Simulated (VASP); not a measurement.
Wanted: the native input for a VASP 6.6.1 run.

- Task: single point
- Functional: PBE
- Potentials or basis: VASP PAW PBE potentials, release 64 (Ti_sv, Se)
- Cutoff: 500 eV
- k mesh: 12 × 12 × 4
- Occupations: fermi-dirac, width 0.02 eV
- Spin: non-collinear spin, zero start, spin-orbit coupling
- Starting moments: [[0.0, 0.0, 0.0], [0.0, 0.0, 0.0], [0.0, 0.0, 0.0]] μB
- Dipole correction: no
- Further INCAR settings: ALGO = Normal; EDIFF = 1e-06; NBANDS = 37

The structure of TiSe2 lies in POSCAR:

```
TiSe2
1.0
    3.5407886259      0.0000000000      0.0000000000
   -1.7703943130      3.0664128995      0.0000000000
    0.0000000000      0.0000000000      6.0906296643
Ti Se
1 2
Direct
    0.0000000000      0.0000000000      0.0000000000
    0.3333333333      0.6666666667      0.2499867423
    0.6666666667      0.3333333333      0.7500132577
```

These files were run (other wordings do the same):

INCAR

```
SYSTEM = TiSe2
PREC     = Accurate       ! precision mode
ENCUT    = 500            ! plane-wave cutoff, eV
EDIFF    = 1E-6           ! SCF threshold, eV
ISMEAR   = -1             ! smearing method
SIGMA    = 0.02           ! smearing width, eV
LREAL    = .False.        ! projectors in reciprocal space
LASPH    = .True.         ! aspherical terms in the spheres
NELM     = 200            ! most SCF steps
ALGO     = Normal         ! electronic algorithm
ISIF     = 2              ! what is computed and relaxed
LWAVE    = .False.        ! write WAVECAR
LCHARG   = .True.         ! write CHGCAR
LNONCOLLINEAR= .True.         ! non-collinear magnetism
MAGMOM   = 0 0 0 0 0 0 0 0 0 ! initial moments
LORBIT   = 11             ! projections on sites
LSORBIT  = .True.         ! spin-orbit coupling
GGA_COMPAT= .False.      
LORBMOM  = .True.       
LMAXMIX  = 4              ! l up to which the mixer works
GGA      = PE             ! functional
LVHAR    = .True.       
NBANDS   = 37             ! bands
```

KPOINTS

```
regular mesh
0
Gamma
  12 12 4
  0 0 0
```

Potentials or basis: VASP PAW PBE potentials, release 64 (Ti_sv, Se).

Run with:

```sh
$ cat potpaw_PBE.64/Ti_sv/POTCAR potpaw_PBE.64/Se/POTCAR > POTCAR
$ mpirun -np 1 vasp_ncl > vasp.out
```

It gave:

```
Pressure                                              : 1.7 GPa
Largest force                                         : 0.202 eV/Å
Net moment                                            : 0.00 μB per cell
Valence electrons inside the program's atomic spheres : Ti 10.17; Se 3.87
```

Caveat: this functional lacks dispersion, which binds the layers, so the pressure and a relaxed spacing across them are unreliable.

It took 2.7 min on 1 thread of Intel(R) Xeon(R) 6975P-C (Granite Rapids) (shared host), peak memory 0.47 GiB.
